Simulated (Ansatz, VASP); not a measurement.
**One calculation of TaN, two programs**

```xyz
2
Lattice="0.0000 2.1790 2.1790 2.1790 0.0000 2.1790 2.1790 2.1790 0.0000" Properties=species:S:1:pos:R:3 pbc="T T T"
Ta    2.1790    2.1790    2.1790
N     0.0000    0.0000    0.0000
```

Alike in both runs: task single point; functional LDA; k mesh 8 × 8 × 8; occupations gaussian, width 0.05 eV; non-collinear spin, spin-orbit coupling.

|  | VASP | Ansatz |
| --- | --- | --- |
| version | VASP 6.6.1 | Ansatz 0.2.0 |
| potentials or method | VASP PAW LDA potentials, release 64 (Ta_sv_GW, N), cutoff 700 eV | plane waves, PAW |
| valence electrons in the cell | 18 | 18 |

|  | VASP | Ansatz | Ansatz less VASP |
| --- | --- | --- | --- |
| pressure (GPa) | -0.8 | -2.4 | -1.59 |

LDA's correlation is that of Perdew and Zunger in VASP and of Perdew and Wang (1992) in Ansatz.
